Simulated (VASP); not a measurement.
# Pb (Pm-3m) in VASP: relaxation of cell and atoms with PBE

Aim: the relaxation of cell and atoms of Pb with PBE.

All numbers are computed with VASP 6.6.1; they aren't measurements. Logs are shortened: lines on timing, memory, paths and dates and some standing lists are left out, and cuts for length are marked.

### 1 The cell of the first run

Symmetry: Pm-3m, No. 221, cubic system. Conventional cell: a = 3.220 Å, b = 3.220 Å, c = 3.220 Å, α = 90.00°, β = 90.00°, γ = 90.00°. Within 4.2 Å of Pb (site symmetry m-3m) lie 6 Pb at 3.22 Å.

### 2 Relaxation of cell and atoms, PBE

Contents of INCAR:

```
SYSTEM = Pb
ALGO = Normal
EDIFF = 1E-7
EDIFFG = -0.005
ENCUT = 600
GGA = PE
IBRION = 2
ISIF = 3
ISMEAR = -1
LASPH = .TRUE.
LCHARG = .FALSE.
LREAL = .FALSE.
LWAVE = .FALSE.
NELM = 80
NSW = 100
PREC = Accurate
SIGMA = 0.08
```

Contents of KPOINTS:

```
k-points
0
G
  11 11 11
  0 0 0
```

Contents of POSCAR:

```
Pb
1.0
    3.2195088072      0.0000000000      0.0000000000
    0.0000000000      3.2195088072      0.0000000000
    0.0000000000      0.0000000000      3.2195088072
Pb
1
Direct
    0.0000000000      0.0000000000      0.0000000000
```

Potentials or basis: VASP PAW PBE potentials, release 64 (Pb_d).

The run is started by

```console
$ cat potpaw_PBE.64/Pb_d/POTCAR > POTCAR
$ mpirun -np 1 vasp_std > vasp.out
```

OUTCAR:

```text
SYSTEM = Pb
   EDIFF = 1E-7
   EDIFFG = -0.005
   ENCUT = 600
   GGA = PE
   IBRION = 2
   ISIF = 3
   ISMEAR = -1
   LASPH = .TRUE.
   LREAL = .FALSE.
   NELM = 80
   NSW = 100
   PREC = Accurate

 ion  position               nearest neighbor table
   1  0.000  0.000  0.000-

  LATTYP: Found a simple cubic cell.
 ALAT       =     3.2195088072

  Lattice vectors:

 A1 = (   3.2195088072,   0.0000000000,   0.0000000000)
 A2 = (   0.0000000000,   3.2195088072,   0.0000000000)
 A3 = (   0.0000000000,   0.0000000000,   3.2195088072)

Analysis of symmetry for initial positions (statically):
=====================================================================
 Subroutine PRICEL returns:
 Original cell was already a primitive cell.

 Routine SETGRP: Setting up the symmetry group for a
 simple cubic supercell.

 Subroutine GETGRP returns: Found 48 space group operations
 (whereof 48 operations were pure point group operations)
 out of a pool of 48 trial point group operations.

The static configuration has the point symmetry O_h .

Analysis of symmetry for dynamics (positions and initial velocities):
=====================================================================
 Subroutine PRICEL returns:
 Original cell was already a primitive cell.

 Routine SETGRP: Setting up the symmetry group for a
 simple cubic supercell.

 Subroutine GETGRP returns: Found 48 space group operations
 (whereof 48 operations were pure point group operations)
 out of a pool of 48 trial point group operations.

The dynamic configuration has the point symmetry O_h .

 Subroutine INISYM returns: Found 48 space group operations
 (whereof 48 operations are pure point group operations),
 and found     1 'primitive' translations

----------------------------------------------------------------------------------------

                                     Primitive cell

  volume of cell :      33.3710

  direct lattice vectors                    reciprocal lattice vectors
     3.219508807  0.000000000  0.000000000     0.310606387  0.000000000  0.000000000
     0.000000000  3.219508807  0.000000000     0.000000000  0.310606387  0.000000000
     0.000000000  0.000000000  3.219508807     0.000000000  0.000000000  0.310606387

  length of vectors
     3.219508807  3.219508807  3.219508807     0.310606387  0.310606387  0.310606387

  position of ions in fractional coordinates (direct lattice)
     0.000000000  0.000000000  0.000000000

  ion indices of the primitive-cell ions
   primitive index   ion index
                 1           1

----------------------------------------------------------------------------------------

 KPOINTS: k-points

Automatic generation of k-mesh.
 Grid dimensions read from file:
 generate k-points for:   11   11   11

 Generating k-lattice:

  Cartesian coordinates                     Fractional coordinates (reciprocal lattice)
     0.028236944  0.000000000  0.000000000     0.090909091  0.000000000  0.000000000
     0.000000000  0.028236944  0.000000000     0.000000000  0.090909091  0.000000000
     0.000000000  0.000000000  0.028236944     0.000000000  0.000000000  0.090909091

  Length of vectors
     0.028236944  0.028236944  0.028236944

  Shift w.r.t. Gamma in fractional coordinates (k-lattice)
     0.000000000  0.000000000  0.000000000

 Subroutine IBZKPT returns following result:
 ===========================================

 Found     56 irreducible k-points:

 Following reciprocal coordinates:
            Coordinates               Weight
  0.000000  0.000000  0.000000      1.000000
  0.090909  0.000000  0.000000      6.000000
  0.181818  0.000000  0.000000      6.000000
  0.272727  0.000000  0.000000      6.000000
  0.363636  0.000000  0.000000      6.000000
  0.454545  0.000000  0.000000      6.000000
[... 16 lines left out ...]
  0.181818  0.090909  0.090909     24.000000
  0.272727  0.090909  0.090909     24.000000
 [... further k-points ...]
   k-points           NKPTS =     56   k-points in BZ     NKDIM =     56   number of bands    NBANDS=     11
   number of dos      NEDOS =    301   number of ions     NIONS =      1
   total plane-waves  NPLWV =  21952
   dimension x,y,z NGX =    28 NGY =   28 NGZ =   28
   dimension x,y,z NGXF=    56 NGYF=   56 NGZF=   56
   ions per type =               1
   NGX,Y,Z   is equivalent  to a cutoff of  14.46, 14.46, 14.46 a.u.
   NGXF,Y,Z  is equivalent  to a cutoff of  28.92, 28.92, 28.92 a.u.
 SYSTEM =  Pb
   PREC   = accura    normal or accurate (medium, high low for compatibility)
   ISTART =      0    job   : 0-new  1-cont  2-samecut
   ICHARG =      2    charge: 1-file 2-atom 10-const
   ISPIN  =      1    spin polarized calculation?
   LNONCOLLINEAR =      F non collinear calculations
   LSORBIT =      F    spin-orbit coupling
   LASPH  =      T    aspherical Exc in radial PAW
   ENCUT  =  600.0 eV  44.10 Ry    6.64 a.u.   6.43  6.43  6.43*2*pi/ulx,y,z
   NELM   =     80;   NELMIN=  2; NELMDL= -5     # of ELM steps
   EDIFF  = 0.1E-06   stopping-criterion for ELM
   LREAL  =      F    real-space projection
   EDIFFG = -.5E-02   stopping-criterion for IOM
   NSW    =    100    number of steps for IOM
   IBRION =      2    ionic relax: 0-MD 1-quasi-New 2-CG
   NFREE  =      1    steps in history (QN), initial steepest desc. (CG)
   ISIF   =      3    stress and relaxation
   ISYM   =      2    0-nonsym 1-usesym 2-fastsym
   POTIM  = 0.5000    time-step for ionic-motion
   TEBEG  =    0.0;   TEEND  =   0.0 temperature during run
   PSTRESS=    0.0 pullay stress
   NELECT =      14.0000    total number of electrons
   NUPDOWN=      -1.0000    fix difference up-down
   EMIN   =  10.00;   EMAX   =-10.00  energy-range for DOS
   EFERMI =   0.00;   METHOD = LEGACY
   ISMEAR =    -1;   SIGMA  =   0.08  broadening in eV -4-tet -1-fermi 0-gaus
   EFERMI_NEDOS =   21; number of points for ismear=-14 and -15
   IALGO  =     38    algorithm
   IMIX   =      4    mixing-type and parameters
     AMIX     =   0.40;   BMIX     =  1.00
     AMIX_MAG =   1.60;   BMIX_MAG =  1.00
  volume/ion in A,a.u.               =      33.37       225.20
  Fermi-wavevector in a.u.,A,eV,Ry     =   1.225541  2.315937 20.435285  1.501951
  Thomas-Fermi vector in A             =   2.360575
   LORBIT       =      0    0 simple, 1 ext, 2 COOP (PROOUT), +10 PAW based schemes
   GGA     = PE    functional components
   LHFCALC =     F    Hartree Fock is set to
   AEXX    =    0.0000 exact exchange contribution
   IVDW    =     0    specifies the selected vdW correction
   LEPSILON=     F    determine dielectric tensor
   LRPA    =     F    only Hartree local field effects (RPA)
 conjugate gradient relaxation of ions
 non-spin polarized calculation
  energy-cutoff  :      600.00
  volume of cell :       33.37
 maximum number of plane-waves:      1141
 NGX is ok and might be reduce to    28
   NGX = 13   NGY = 13   NGZ = 13

--------------------------------------- Ionic step        1  -------------------------------------------

 number of electron      14.0000003 magnetization

 Free energy of the ion-electron system (eV)
  ---------------------------------------------------
  ext. energy  EPLUGINS =         0.00000000
  ---------------------------------------------------
  free energy    TOTEN  =        -3.37234823 eV

  energy without entropy =       -3.35703367  energy(sigma->0) =       -3.36469095

------------------------ aborting loop because EDIFF is reached ----------------------------------------

  FORCE on cell =-STRESS in cart. coord.  units (eV):
  Direction    XX          YY          ZZ          XY          YZ          ZX
  --------------------------------------------------------------------------------------
  -------------------------------------------------------------------------------------
  Total        0.2625492      0.2625492      0.2625492      0.0000000      0.0000000      0.0000000
  in kB       12.6052780     12.6052780     12.6052780      0.0000000      0.0000000      0.0000000
  external PRESSURE =      12.6052780 kB  Pullay stress =       0.0000000 kB
[... 55 lines left out ...]
  energy  without entropy=       -3.3603068557  energy(sigma->0) =       -3.36837290

--------------------------------------- Ionic step        3  -------------------------------------------

 number of electron      13.9999998 magnetization

 Free energy of the ion-electron system (eV)
  ---------------------------------------------------
  ext. energy  EPLUGINS =         0.00000000
  ---------------------------------------------------
  free energy    TOTEN  =        -3.37654057 eV

  energy without entropy =       -3.36052364  energy(sigma->0) =       -3.36853211

 E-fermi :   5.6455     XC(G=0):  -9.4787

 val. band max:        5.6172549291   @ k =   0.4545   0.4545   0.3636
 cond. band min:       5.6563746813   @ k =   0.3636   0.3636   0.2727
 fundamental gap:      0.0391197522
 Fermi energy:         5.6454761362

 k-point     1 :       0.0000    0.0000    0.0000
  band No.  band energies     occupation
      1     -11.4837      2.00000
      2     -11.4837      2.00000
      3     -10.9429      2.00000
      4     -10.9429      2.00000
      5     -10.9429      2.00000
      6      -5.3856      2.00000
      7      10.5390      0.00000
      8      10.5390      0.00000
      9      10.5390      0.00000
     10      13.3608      0.00000
     11      14.8754      0.00000
[... 309 lines left out ...]
 k-point    24 :       0.2727    0.0909    0.0909
  band No.  band energies     occupation
      1     -11.4174      2.00000
      2     -11.2269      2.00000
      3     -11.0404      2.00000
      4     -11.0382      2.00000
      5     -10.9591      2.00000
      6      -4.1765      2.00000
      7       5.1130      1.99743
      8      10.2181      0.00000
      9      10.4314      0.00000
     10      16.2092      0.00000
     11      16.6487      0.00000

 [... further k-points ...]
[... 5 lines left out ...]
  --------------------------------------------------------------------------------------
  -------------------------------------------------------------------------------------
  Total        0.0019103      0.0019103      0.0019103      0.0000000     -0.0000000      0.0000000
  in kB        0.0887922      0.0887922      0.0887922      0.0000000     -0.0000000      0.0000000
  external PRESSURE =       0.0887922 kB  Pullay stress =       0.0000000 kB
[... 16 lines left out ...]
  FREE ENERGIE OF THE ION-ELECTRON SYSTEM (eV)
  ---------------------------------------------------
  free  energy   TOTEN  =        -3.3765405750 eV

  energy  without entropy=       -3.3605236360  energy(sigma->0) =       -3.36853211

 reached required accuracy - stopping structural energy minimisation
```

Wall time 44 s (1 thread of AMD EPYC 7R43 (Zen 3), shared host); peak memory 0.14 GiB.

What came out:

| Item | Value |
| --- | --- |
| Free energy | -3.3765 eV |
| Relaxed volume | 34.47 Å³/atom |
| Relaxed cell | a = 3.254 Å, b = 3.254 Å, c = 3.254 Å, α = 90.00°, β = 90.00°, γ = 90.00° |
| Space group after relaxing (to 0.05 Å) | Pm-3m (No. 221) |
| Energy gained by relaxing | 4.2 meV/atom |
| Ionic steps | 3 |
| Pressure after relaxing | 0.0 GPa |
| Band gap on the k mesh | zero (band 7 reaches 10.54 eV, above the bottom of band 8 at 4.07 eV) |

Step by step:
| step | energy change (eV) | largest force (eV/Å) | pressure (GPa) | volume (Å³) |
| --- | --- | --- | --- | --- |
| 1 | 0.0000 | 0.0000 | 1.26 | 33.37 |
| 2 | -0.0041 | 0.0000 | -0.19 | 34.66 |
| 3 | -0.0042 | 0.0000 | 0.01 | 34.47 |

Final structure:
```xyz
1
Lattice="3.2545 0.0000 0.0000 0.0000 3.2545 0.0000 0.0000 0.0000 3.2545" Properties=species:S:1:pos:R:3 pbc="T T T"
Pb    0.0000    0.0000    0.0000
```

Levels at points of the mesh, in eV from the Fermi level:
```
           k point  band 3  band 4  band 5  band 6  band 7  band 8  band 9  band 10  band 11
(0.00, 0.00, 0.00)  -16.59  -16.59  -16.59  -11.03    4.89    4.89    4.89     7.72     9.23
```

Caveat: spin-orbit coupling is left out, which moves the levels of the heavy elements.
